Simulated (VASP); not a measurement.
# TiC (I4mm) in VASP: further runs

The runs below take TiC through single point, with PBE.

All numbers are computed with VASP 6.6.1; they aren't measurements. Logs are shortened: lines on timing, memory, paths and dates and some standing lists are left out, and cuts for length are marked.

## 1. The cell of the first run

Symmetry: I4mm, No. 107, tetragonal system. The conventional cell has a = 3.060 Å, b = 3.060 Å, c = 4.328 Å, α = 90.00°, β = 90.00°, γ = 90.00°. Within 2.7 Å of Ti (site symmetry 4mm) lie 6 C at 2.05 to 2.28 Å. Within 2.7 Å of C (site symmetry 4mm) lie 6 Ti at 2.05 to 2.28 Å.

## 2. Single point, PBE

INCAR

```
ALGO     = Normal         # electronic algorithm
EDIFF    = 1E-6           # SCF threshold, eV
ENCUT    = 520            # plane-wave cutoff, eV
GGA      = PE             # functional
ISIF     = 2              # what is computed and relaxed
ISMEAR   = 0              # smearing method
LASPH    = T              # aspherical terms in the spheres
LCHARG   = T              # write CHGCAR
LELF     = T              # ELF
LREAL    = F              # projectors in reciprocal space
LVHAR    = T            
LWAVE    = F              # write WAVECAR
NBANDS   = 15             # bands
NELM     = 60             # most SCF steps
PREC     = Accurate       # precision mode
SIGMA    = 0.15           # smearing width, eV
```

KPOINTS

```
k-points
0
Gamma
  18 18 18
```

POSCAR

```
TiC
1.0
    0.0000000000      2.1640000000      2.1640000000
    2.1640000000      0.0000000000      2.1640000000
    2.1640000000      2.1640000000      0.0000000000
Ti C
1 1
Direct
   -0.0259935305     -0.0259935305      0.0259935305
    0.5000000000      0.5000000000      0.5000000000
```

Potentials or basis: VASP PAW PBE potentials, release 64 (Ti_sv, C).

The run is started by

```
$ cat potpaw_PBE.64/Ti_sv/POTCAR potpaw_PBE.64/C/POTCAR > POTCAR
$ mpirun -np 1 vasp_std > vasp.out
```

OUTCAR:

```text
EDIFF = 1E-6
   ENCUT = 520
   GGA = PE
   ISIF = 2
   ISMEAR = 0
   LASPH = T
   LREAL = F
   NELM = 60
   PREC = Accurate

 ion  position               nearest neighbor table
   1  0.974  0.974  0.026-   2 2.05   2 2.17   2 2.17   2 2.17   2 2.17   2 2.28
   2  0.500  0.500  0.500-   1 2.05   1 2.17   1 2.17   1 2.17   1 2.17   1 2.28

  LATTYP: Found a face centered cubic cell.
 ALAT       =     4.3280000000

  Lattice vectors:

 A1 = (   0.0000000000,   2.1640000000,   2.1640000000)
 A2 = (   2.1640000000,   0.0000000000,   2.1640000000)
 A3 = (   2.1640000000,   2.1640000000,   0.0000000000)

Analysis of symmetry for initial positions (statically):
=====================================================================
 Subroutine PRICEL returns:
 Original cell was already a primitive cell.

 Routine SETGRP: Setting up the symmetry group for a
 face centered cubic supercell.

 Subroutine GETGRP returns: Found  8 space group operations
 (whereof  8 operations were pure point group operations)
 out of a pool of 48 trial point group operations.

The static configuration has the point symmetry C_4v.

Analysis of symmetry for dynamics (positions and initial velocities):
=====================================================================
 Subroutine PRICEL returns:
 Original cell was already a primitive cell.

 Routine SETGRP: Setting up the symmetry group for a
 face centered cubic supercell.

 Subroutine GETGRP returns: Found  8 space group operations
 (whereof  8 operations were pure point group operations)
 out of a pool of 48 trial point group operations.

The dynamic configuration has the point symmetry C_4v.

 Subroutine INISYM returns: Found  8 space group operations
 (whereof  8 operations are pure point group operations),
 and found     1 'primitive' translations

----------------------------------------------------------------------------------------

                                     Primitive cell

  volume of cell :      20.2676

  direct lattice vectors                    reciprocal lattice vectors
     0.000000000  2.164000000  2.164000000    -0.231053604  0.231053604  0.231053604
     2.164000000  0.000000000  2.164000000     0.231053604 -0.231053604  0.231053604
     2.164000000  2.164000000  0.000000000     0.231053604  0.231053604 -0.231053604

  length of vectors
     3.060358149  3.060358149  3.060358149     0.400196582  0.400196582  0.400196582

  position of ions in fractional coordinates (direct lattice)
     0.974006469  0.974006469  0.025993531
     0.500000000  0.500000000  0.500000000
[... 88 lines left out ...]
   NELECT =      16.0000    total number of electrons
   NUPDOWN=      -1.0000    fix difference up-down
   EMIN   =  10.00;   EMAX   =-10.00  energy-range for DOS
   EFERMI =   0.00;   METHOD = LEGACY
   ISMEAR =     0;   SIGMA  =   0.15  broadening in eV -4-tet -1-fermi 0-gaus
   EFERMI_NEDOS =   21; number of points for ismear=-14 and -15
   IALGO  =     38    algorithm
   IMIX   =      4    mixing-type and parameters
     AMIX     =   0.40;   BMIX     =  1.00
     AMIX_MAG =   1.60;   BMIX_MAG =  1.00
  volume/ion in A,a.u.               =      10.13        68.39
  Fermi-wavevector in a.u.,A,eV,Ry     =   1.513030  2.859212 31.147275  2.289260
  Thomas-Fermi vector in A             =   2.622876
   LORBIT       =      0    0 simple, 1 ext, 2 COOP (PROOUT), +10 PAW based schemes
   GGA     = PE    functional components
   LHFCALC =     F    Hartree Fock is set to
   AEXX    =    0.0000 exact exchange contribution
   IVDW    =     0    specifies the selected vdW correction
   LEPSILON=     F    determine dielectric tensor
   LRPA    =     F    only Hartree local field effects (RPA)
 non-spin polarized calculation
 Gauss-broadening in eV      SIGMA  =   0.15
  energy-cutoff  :      520.00
  volume of cell :       20.27
 maximum number of plane-waves:       568
   NGX = 11   NGY = 11   NGZ = 11

 number of electron      16.0000001 magnetization

 Free energy of the ion-electron system (eV)
  ---------------------------------------------------
  ext. energy  EPLUGINS =         0.00000000
  ---------------------------------------------------
  free energy    TOTEN  =       -18.65209814 eV

  energy without entropy =      -18.64931587  energy(sigma->0) =      -18.65070700

 E-fermi :   9.4904     XC(G=0): -12.7034

 val. band max:        9.4769504095   @ k =   0.0000   0.3333   0.3333
 cond. band min:       9.4962393611   @ k =   0.0556   0.0556   0.0000
 fundamental gap:      0.0192889517
 Fermi energy:         9.4904401944

 k-point     1 :       0.0000    0.0000    0.0000
  band No.  band energies     occupation
      1     -47.1384      2.00000
      2     -23.1652      2.00000
      3     -23.1652      2.00000
      4     -23.1600      2.00000
      5      -2.9562      2.00000
      6       9.7841      0.00563
      7       9.7841      0.00563
      8      10.1351      0.00000
      9      10.2026      0.00000
     10      11.1600      0.00000
     11      11.5094      0.00000
     12      11.5094      0.00000
     13      12.1825      0.00000
     14      19.8998      0.00000
[... 401 lines left out ...]
      2     -23.5855      2.00000
      3     -23.2137      2.00000
      4     -23.2083      2.00000
      5      -0.3789      2.00000
      6       4.7474      2.00000
      7       6.7833      2.00000
      8       7.0241      2.00000
      9      11.7238      0.00000
     10      12.1096      0.00000
     11      13.0256      0.00000
     12      16.4775      0.00000
     13      17.0141      0.00000
     14      19.1952      0.00000
     15      24.9894      0.00000

 [... further k-points ...]

------------------------ aborting loop because EDIFF is reached ----------------------------------------

  FORCE on cell =-STRESS in cart. coord.  units (eV):
  Direction    XX          YY          ZZ          XY          YZ          ZX
  --------------------------------------------------------------------------------------
  -------------------------------------------------------------------------------------
  Total        0.1743100      0.1743100      0.6283288      0.0000000      0.0000000      0.0000000
  in kB       13.7794250     13.7794250     49.6701829      0.0000000      0.0000000      0.0000000
  external PRESSURE =      25.7430109 kB  Pullay stress =       0.0000000 kB

 VOLUME and BASIS-vectors are now :
 -----------------------------------------------------------------------------
  energy-cutoff  :      520.00
  volume of cell :       20.27
      direct lattice vectors                 reciprocal lattice vectors
     0.000000000  2.164000000  2.164000000    -0.231053604  0.231053604  0.231053604
     2.164000000  0.000000000  2.164000000     0.231053604 -0.231053604  0.231053604
     2.164000000  2.164000000  0.000000000     0.231053604  0.231053604 -0.231053604

 POSITION                                       TOTAL-FORCE (eV/Angst)
 -----------------------------------------------------------------------------------
      2.16400      2.16400      4.21550         0.000000      0.000000      1.026209
      2.16400      2.16400      2.16400         0.000000      0.000000     -1.026209
 -----------------------------------------------------------------------------------
    total drift:                                0.000000      0.000000      0.000000

  FREE ENERGIE OF THE ION-ELECTRON SYSTEM (eV)
  ---------------------------------------------------
  free  energy   TOTEN  =       -18.6520981366 eV

  energy  without entropy=      -18.6493158699  energy(sigma->0) =      -18.65070700
```

OSZICAR:

```text
N       E                     dE             d eps       ncg     rms          rms(c)
DAV:   1     0.113636882661E+03    0.11364E+03   -0.74903E+03 14431   0.128E+03
DAV:   2    -0.166448211958E+02   -0.13028E+03   -0.12185E+03 15282   0.335E+02
DAV:   3    -0.240572581250E+02   -0.74124E+01   -0.73018E+01 19617   0.767E+01
DAV:   4    -0.242594011765E+02   -0.20214E+00   -0.20197E+00 17684   0.118E+01
DAV:   5    -0.242645620466E+02   -0.51609E-02   -0.51603E-02 19123   0.167E+00    0.184E+01
DAV:   6    -0.192488258858E+02    0.50157E+01   -0.11821E+01 20792   0.564E+01    0.686E+00
DAV:   7    -0.186854436461E+02    0.56338E+00   -0.21069E+00 16943   0.207E+01    0.495E+00
DAV:   8    -0.186600445501E+02    0.25399E-01   -0.10953E-01 16612   0.362E+00    0.328E+00
DAV:   9    -0.186555899048E+02    0.44546E-02   -0.90090E-02 20112   0.407E+00    0.755E-01
DAV:  10    -0.186539068301E+02    0.16831E-02   -0.10965E-02 19177   0.142E+00    0.605E-01
DAV:  11    -0.186521790430E+02    0.17278E-02   -0.27874E-03 17053   0.744E-01    0.130E-01
DAV:  12    -0.186521048971E+02    0.74146E-04   -0.23652E-04 18384   0.173E-01    0.353E-02
DAV:  13    -0.186520978910E+02    0.70062E-05   -0.28422E-05 17151   0.551E-02    0.717E-03
DAV:  14    -0.186520981366E+02   -0.24561E-06   -0.65458E-07 12031   0.846E-03
   1 F= -.18652098E+02 E0= -.18650707E+02  d E =-.278227E-02
```

stdout:

```text
POSCAR found type information on POSCAR TiC
 POSCAR found :  2 types and       2 ions
 scaLAPACK will be used
 LDA part: xc-table for (Slater+PW92), standard interpolation
 POSCAR, INCAR and KPOINTS ok, starting setup
 FFT: planning ... GRIDC
 FFT: planning ... GRID_SOFT
 FFT: planning ... GRID
 WAVECAR not read
 entering main loop
```

It took 91 s on 1 thread of AMD EPYC 9R45 (Zen 5), shared host; peak memory 0.23 GiB.

Results:

```yaml
Free_energy: -18.6521 eV
Pressure: 2.6 GPa
Largest_force: 1.026 eV/Å
Band_gap_on_the_k_mesh: zero (bands 8 and 9 overlap by 1.15 eV)
```

Forces in eV/Å, atoms in the order of the input:
```
Ti   0.000  0.000  1.026
C    0.000  0.000 -1.026
```

Stress tensor (GPa, compression positive):
```
1.38 0.00 0.00
0.00 1.38 0.00
0.00 0.00 4.97
```

Caveat: the cell differs from its parent crystal (all Ti atoms moved +0.113 Å, as atom 1 towards its neighbour atom 2 (C) at 2.164 Å); forces of over 1 eV/Å act on the atoms, so gaps and moduli don't describe the material at rest.

## 3. Single point, PBE

INCAR

```
PREC = Accurate
ENCUT = 520
EDIFF = 1E-6
ISMEAR = 0
SIGMA = 0.15
LREAL = False
LASPH = True
NELM = 80
ALGO = Normal
ISIF = 2
LWAVE = False
LCHARG = False
GGA = PE
NBANDS = 15
```

KPOINTS

```
Automatic mesh
0
Gamma
  18 18 18
```

POSCAR, as its differences from that of step 2:

```diff
@@ -8,3 +8,3 @@
 Direct
-   -0.0259935305     -0.0259935305      0.0259935305
+   -0.0086645102     -0.0086645102      0.0086645102
     0.5000000000      0.5000000000      0.5000000000
```

Potentials or basis: VASP PAW PBE potentials, release 64 (Ti_sv, C).

The run is started by

```
$ cat potpaw_PBE.64/Ti_sv/POTCAR potpaw_PBE.64/C/POTCAR > POTCAR
$ mpirun -np 1 vasp_std > vasp.out
```

OUTCAR:

```text
PREC = Accurate
   ENCUT = 520
   EDIFF = 1E-6
   ISMEAR = 0
   LREAL = False
   LASPH = True
   NELM = 80
   ISIF = 2
   GGA = PE

 ion  position               nearest neighbor table
   1  0.991  0.991  0.009-   2 2.13   2 2.16   2 2.16   2 2.16   2 2.16   2 2.20
   2  0.500  0.500  0.500-   1 2.13   1 2.16   1 2.16   1 2.16   1 2.16   1 2.20

  LATTYP: Found a face centered cubic cell.
 ALAT       =     4.3280000000

  Lattice vectors:

 A1 = (   0.0000000000,   2.1640000000,   2.1640000000)
 A2 = (   2.1640000000,   0.0000000000,   2.1640000000)
 A3 = (   2.1640000000,   2.1640000000,   0.0000000000)

Analysis of symmetry for initial positions (statically):
=====================================================================
 Subroutine PRICEL returns:
 Original cell was already a primitive cell.

 Routine SETGRP: Setting up the symmetry group for a
 face centered cubic supercell.

 Subroutine GETGRP returns: Found  8 space group operations
 (whereof  8 operations were pure point group operations)
 out of a pool of 48 trial point group operations.

The static configuration has the point symmetry C_4v.

Analysis of symmetry for dynamics (positions and initial velocities):
=====================================================================
 Subroutine PRICEL returns:
 Original cell was already a primitive cell.

 Routine SETGRP: Setting up the symmetry group for a
 face centered cubic supercell.

 Subroutine GETGRP returns: Found  8 space group operations
 (whereof  8 operations were pure point group operations)
 out of a pool of 48 trial point group operations.

The dynamic configuration has the point symmetry C_4v.

 Subroutine INISYM returns: Found  8 space group operations
 (whereof  8 operations are pure point group operations),
 and found     1 'primitive' translations

----------------------------------------------------------------------------------------

                                     Primitive cell

  volume of cell :      20.2676

  direct lattice vectors                    reciprocal lattice vectors
[... 118 lines left out ...]
 non-spin polarized calculation
 Gauss-broadening in eV      SIGMA  =   0.15
  energy-cutoff  :      520.00
  volume of cell :       20.27
 maximum number of plane-waves:       568
   NGX = 11   NGY = 11   NGZ = 11

 number of electron      16.0000001 magnetization

 Free energy of the ion-electron system (eV)
  ---------------------------------------------------
  ext. energy  EPLUGINS =         0.00000000
  ---------------------------------------------------
  free energy    TOTEN  =       -18.70405498 eV

  energy without entropy =      -18.70068864  energy(sigma->0) =      -18.70237181

 E-fermi :   9.4519     XC(G=0): -12.7094

 val. band max:        9.4518013835   @ k =   0.0000   0.5000   0.5000
 cond. band min:       9.4529819211   @ k =   0.0000   0.2778   0.2222
 fundamental gap:      0.0011805376
 Fermi energy:         9.4519199228

 k-point     1 :       0.0000    0.0000    0.0000
  band No.  band energies     occupation
      1     -47.1419      2.00000
      2     -23.1652      2.00000
      3     -23.1652      2.00000
      4     -23.1646      2.00000
      5      -2.9664      2.00000
      6      10.0831      0.00000
      7      10.0831      0.00000
      8      10.1345      0.00000
      9      10.8143      0.00000
     10      11.1581      0.00000
     11      11.1765      0.00000
     12      11.1765      0.00000
     13      11.4763      0.00000
     14      19.9513      0.00000
[... 401 lines left out ...]
      2     -23.5857      2.00000
      3     -23.2150      2.00000
      4     -23.2093      2.00000
      5      -0.3811      2.00000
      6       4.7643      2.00000
      7       6.7824      2.00000
      8       6.9879      2.00000
      9      11.7391      0.00000
     10      12.1275      0.00000
     11      13.0453      0.00000
     12      16.4644      0.00000
     13      17.0714      0.00000
     14      19.0805      0.00000
     15      25.0044      0.00000

 [... further k-points ...]

------------------------ aborting loop because EDIFF is reached ----------------------------------------

  FORCE on cell =-STRESS in cart. coord.  units (eV):
  Direction    XX          YY          ZZ          XY          YZ          ZX
  --------------------------------------------------------------------------------------
  -------------------------------------------------------------------------------------
  Total        0.1393691      0.1393691      0.1885789      0.0000000      0.0000000      0.0000000
  in kB       11.0173071     11.0173071     14.9074037      0.0000000      0.0000000      0.0000000
  external PRESSURE =      12.3140059 kB  Pullay stress =       0.0000000 kB

 VOLUME and BASIS-vectors are now :
 -----------------------------------------------------------------------------
  energy-cutoff  :      520.00
  volume of cell :       20.27
      direct lattice vectors                 reciprocal lattice vectors
     0.000000000  2.164000000  2.164000000    -0.231053604  0.231053604  0.231053604
     2.164000000  0.000000000  2.164000000     0.231053604 -0.231053604  0.231053604
     2.164000000  2.164000000  0.000000000     0.231053604  0.231053604 -0.231053604

 POSITION                                       TOTAL-FORCE (eV/Angst)
 -----------------------------------------------------------------------------------
      2.16400      2.16400      4.29050         0.000000      0.000000      0.353034
      2.16400      2.16400      2.16400         0.000000      0.000000     -0.353034
 -----------------------------------------------------------------------------------
    total drift:                                0.000000      0.000000      0.000009

  FREE ENERGIE OF THE ION-ELECTRON SYSTEM (eV)
  ---------------------------------------------------
  free  energy   TOTEN  =       -18.7040549820 eV

  energy  without entropy=      -18.7006886418  energy(sigma->0) =      -18.70237181
```

stdout:

```text
POSCAR found type information on POSCAR TiC
 POSCAR found :  2 types and       2 ions
 scaLAPACK will be used
 LDA part: xc-table for (Slater+PW92), standard interpolation
 POSCAR, INCAR and KPOINTS ok, starting setup
 FFT: planning ... GRIDC
 FFT: planning ... GRID_SOFT
 FFT: planning ... GRID
 WAVECAR not read
 entering main loop
```

Wall time 86 s (1 thread of AMD EPYC 9R45 (Zen 5), shared host); peak memory 0.23 GiB.

What came out:

* Free energy: -18.7041 eV
* Pressure: 1.2 GPa
* Largest force: 0.353 eV/Å
* Band gap on the k mesh: zero (bands 8 and 9 overlap by 1.11 eV)

Forces in eV/Å, atoms in the order of the input:
```
Ti   0.000  0.000  0.353
C    0.000  0.000 -0.353
```

Stress tensor (GPa, compression positive):
```
1.10 0.00 0.00
0.00 1.10 0.00
0.00 0.00 1.49
```

Levels at points of the mesh, in eV from the Fermi level:
| k point | band 5 | band 6 | band 7 | band 8 | band 9 | band 10 | band 11 | band 12 |
| --- | --- | --- | --- | --- | --- | --- | --- | --- |
| (0.00, 0.00, 0.00) | -12.42 | 0.63 | 0.63 | 0.68 | 1.36 | 1.71 | 1.72 | 1.72 |
| (0.50, 0.00, 0.00) | -8.93 | -5.86 | -2.91 | -2.91 | 2.91 | 2.91 | 4.10 | 7.94 |
| (0.50, 0.50, 0.00) | -10.13 | -3.44 | -1.63 | -0.05 | -0.05 | 2.70 | 3.51 | 3.51 |
| (0.00, 0.50, 0.50) | -10.13 | -3.44 | -1.67 | -0.05 | 0.00 | 2.72 | 3.51 | 3.51 |

Caveat: the cell differs from its parent crystal (all Ti atoms moved +0.037 Å, as atom 1 towards its neighbour atom 2 (C) at 2.164 Å).
